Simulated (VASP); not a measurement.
# SnO2 (P4_2/mnm) in VASP: further runs, part 2 of 2

VASP 6.6.1.

### Step 3. Electric field gradients, PBE (zz strain of -3 %)

INCAR

```
SYSTEM = SnO2
  PREC = Accurate
  ENCUT = 520
  EDIFF = 1E-8
  ISMEAR = -1
  SIGMA = 0.03
  LREAL = .False.
  LASPH = .True.
  NELM = 120
  ALGO = Normal
  ISIF = 2
  LWAVE = .False.
  LCHARG = .False.
  GGA = PE
  LEFG = .True.
  NBANDS = 35
  GGA_COMPAT = .False.
```

KPOINTS

```
regular mesh
0
Gamma
  4 4 6
  0 0 0
```

POSCAR

```
SnO2
1.0
    4.7373500000      0.0000000000      0.0000000000
    0.0000000000      4.7373500000      0.0000000000
    0.0000000000      0.0000000000      3.0908080000
Sn O
2 4
Direct
    0.0000000000      0.0000000000      0.0000000000
    0.5000000000      0.5000000000      0.5000000000
    0.3056200000      0.3056200000      0.0000000000
    0.1943800000      0.8056200000      0.5000000000
    0.6943800000      0.6943800000      0.0000000000
    0.8056200000      0.1943800000      0.5000000000
```

Potentials or basis: VASP PAW PBE potentials, release 64 (Sn_d, O).

The run is started by

```console
$ cat potpaw_PBE.64/Sn_d/POTCAR potpaw_PBE.64/O/POTCAR > POTCAR
$ mpirun -np 1 vasp_std > vasp.out
```

OUTCAR:

```text
SYSTEM = SnO2
   PREC = Accurate
   ENCUT = 520
   EDIFF = 1E-8
   ISMEAR = -1
   LREAL = .False.
   LASPH = .True.
   NELM = 120
   ISIF = 2
   GGA = PE

 ion  position               nearest neighbor table
   1  0.000  0.000  0.000-   4 2.02   6 2.02   4 2.02   6 2.02   5 2.05   3 2.05   2 3.69   2 3.69
                             2 3.69   2 3.69   2 3.69   2 3.69   2 3.69   2 3.69
   2  0.500  0.500  0.500-   3 2.02   5 2.02   3 2.02   5 2.02   4 2.05   6 2.05   1 3.69   1 3.69
                             1 3.69   1 3.69   1 3.69   1 3.69   1 3.69   1 3.69
   3  0.306  0.306  0.000-   2 2.02   2 2.02   1 2.05
   4  0.194  0.806  0.500-   1 2.02   1 2.02   2 2.05
   5  0.694  0.694  0.000-   2 2.02   2 2.02   1 2.05
   6  0.806  0.194  0.500-   1 2.02   1 2.02   2 2.05

  LATTYP: Found a simple tetragonal cell.
 ALAT       =     4.7373500000
 C/A-ratio  =     0.6524339557

  Lattice vectors:

 A1 = (   4.7373500000,   0.0000000000,   0.0000000000)
 A2 = (   0.0000000000,   4.7373500000,   0.0000000000)
 A3 = (   0.0000000000,   0.0000000000,   3.0908080000)

Analysis of symmetry for initial positions (statically):
[... 1128 lines left out ...]
 -----------------------------------------------------------------------------------
    total drift:                                0.000000      0.000000      0.000000

  FREE ENERGIE OF THE ION-ELECTRON SYSTEM (eV)
  ---------------------------------------------------
  free  energy   TOTEN  =       -36.8794957236 eV

  energy  without entropy=      -36.8794957236  energy(sigma->0) =      -36.87949572

 Electric field gradients (V/A^2)
---------------------------------------------------------------------
 ion       V_xx      V_yy      V_zz      V_xy      V_xz      V_yz
---------------------------------------------------------------------
   1      34.492    34.492   -68.984     2.352    -0.000    -0.000
   2      34.492    34.492   -68.984    -2.352    -0.000     0.000
   3     -21.446   -21.446    42.891    80.453     0.000     0.000
   4     -21.446   -21.446    42.891   -80.453    -0.000    -0.000
   5     -21.446   -21.446    42.891    80.453    -0.000    -0.000
   6     -21.446   -21.446    42.891   -80.453     0.000     0.000
---------------------------------------------------------------------

 Electric field gradients after diagonalization (V/A^2)
 (convention: |V_zz| > |V_xx| > |V_yy|)
----------------------------------------------------------------------
 ion       V_xx      V_yy      V_zz     asymmetry (V_yy - V_xx)/ V_zz
----------------------------------------------------------------------
   1      36.844    32.140   -68.984       0.068
   2      36.844    32.140   -68.984       0.068
   3      59.008    42.891  -101.899       0.158
   4      59.008    42.891  -101.899       0.158
   5      59.008    42.891  -101.899       0.158
   6      59.008    42.891  -101.899       0.158
----------------------------------------------------------------------

           NMR quadrupolar parameters

 Cq : quadrupolar parameter    Cq=e*Q*V_zz/h
 eta: asymmetry parameters     (V_yy - V_xx)/ V_zz
 Q  : nuclear electric quadrupole moment in mb (millibarn)
----------------------------------------------------------------------
 ion       Cq(MHz)       eta       Q (mb)
----------------------------------------------------------------------
   1      -0.167       0.068       1.000
   2      -0.167       0.068       1.000
   3      -0.246       0.158       1.000
   4      -0.246       0.158       1.000
   5      -0.246       0.158       1.000
   6      -0.246       0.158       1.000
----------------------------------------------------------------------
```

OSZICAR:

```text
N       E                     dE             d eps       ncg     rms          rms(c)
DAV:   1     0.635550695633E+03    0.63555E+03   -0.25554E+04  1908   0.237E+03
DAV:   2     0.581812875207E+02   -0.57737E+03   -0.54377E+03  1808   0.617E+02
DAV:   3    -0.382004177819E+02   -0.96382E+02   -0.94950E+02  1821   0.209E+02
DAV:   4    -0.430757257346E+02   -0.48753E+01   -0.48425E+01  2116   0.505E+01
DAV:   5    -0.432001828689E+02   -0.12446E+00   -0.12428E+00  2121   0.851E+00    0.165E+01
DAV:   6    -0.367812456291E+02    0.64189E+01   -0.17506E+01  2594   0.634E+01    0.654E+00
DAV:   7    -0.369052169828E+02   -0.12397E+00   -0.20915E+00  1895   0.806E+00    0.330E+00
DAV:   8    -0.368847473635E+02    0.20470E-01   -0.14813E-01  2418   0.452E+00    0.785E-01
DAV:   9    -0.368787777432E+02    0.59696E-02   -0.32712E-02  2761   0.310E+00    0.135E-01
DAV:  10    -0.368793624524E+02   -0.58471E-03   -0.37681E-03  1913   0.414E-01    0.720E-02
DAV:  11    -0.368794985522E+02   -0.13610E-03   -0.24814E-04  2334   0.120E-01    0.140E-02
DAV:  12    -0.368794960720E+02    0.24802E-05   -0.17424E-05  2190   0.356E-02    0.539E-03
DAV:  13    -0.368794959556E+02    0.11644E-06   -0.26701E-06  2375   0.370E-02    0.257E-03
DAV:  14    -0.368794957707E+02    0.18488E-06   -0.62856E-07  2513   0.760E-03    0.136E-03
DAV:  15    -0.368794956647E+02    0.10594E-06   -0.48225E-08  2063   0.346E-03    0.289E-04
DAV:  16    -0.368794957153E+02   -0.50563E-07   -0.21140E-08  1483   0.913E-04    0.758E-05
DAV:  17    -0.368794957236E+02   -0.82582E-08   -0.11393E-09  1086   0.280E-04
   1 F= -.36879496E+02 E0= -.36879496E+02  d E =-.199470E-11
```

stdout:

```text
POSCAR found type information on POSCAR SnO
 POSCAR found :  2 types and       6 ions
 scaLAPACK will be used
 LDA part: xc-table for (Slater+PW92), standard interpolation
 POSCAR, INCAR and KPOINTS ok, starting setup
 FFT: planning ... GRIDC
 FFT: planning ... GRID_SOFT
 FFT: planning ... GRID
 WAVECAR not read
 entering main loop
ion   1

ion   2

ion   3

ion   4

ion   5

ion   6
```

Run time: 46 s. Hardware: 1 thread of Intel Xeon Platinum 8375C at 2.90GHz (Ice Lake), shared host; peak memory 0.19 GiB.

What came out:

```yaml
Free_energy: -36.8795 eV
Pressure: 20.7 GPa
Largest_force: 0.368 eV/Å
Band_gap_on_the_k_mesh: 1.70 eV
Largest_electric_field_gradient_by_atom: Sn -69.0; O -101.9 V/Å²
```

Forces in eV/Å, atoms in the order of the input:
```
Sn   0.000  0.000  0.000
Sn   0.000  0.000  0.000
O   -0.260 -0.260  0.000
O    0.260 -0.260  0.000
O    0.260  0.260  0.000
O   -0.260  0.260  0.000
```

Levels at points of the mesh, in eV from the valence-band top:
| k point | band 24 | band 25 | band 26 | band 27 | band 28 | band 29 |
| --- | --- | --- | --- | --- | --- | --- |
| (0.00, 0.00, 0.00) | -0.86 | -0.86 | 0.00 | 1.70 | 6.72 | 6.72 |
| (0.50, 0.00, 0.00) | -1.11 | -0.68 | -0.68 | 4.81 | 4.81 | 7.53 |
| (0.50, 0.50, 0.00) | -1.21 | -1.00 | -1.00 | 5.33 | 5.33 | 7.92 |
| (0.00, 0.00, 0.50) | -1.73 | -1.31 | -1.31 | 6.61 | 6.61 | 9.89 |
| (0.50, 0.00, 0.50) | -1.19 | -0.74 | -0.74 | 6.86 | 6.86 | 8.15 |
| (0.50, 0.50, 0.50) | -1.02 | -0.92 | -0.92 | 5.13 | 5.13 | 9.07 |

Electric field gradients, principal values (V/Å²):
```tsv
atom	least	middle	greatest (by size)
1 Sn	32.140	36.844	-68.984
2 Sn	32.140	36.844	-68.984
3 O	42.891	59.008	-101.899
4 O	42.891	59.008	-101.899
5 O	42.891	59.008	-101.899
6 O	42.891	59.008	-101.899
```

Caveat: the cell differs from its parent crystal (zz strain of -3 %); the cell stands under pressure; without QUAD_EFG the Cq values of the log hold for a quadrupole moment of 1 mb, not for the nuclei; spin-orbit coupling is left out, which moves the levels of the heavy elements.
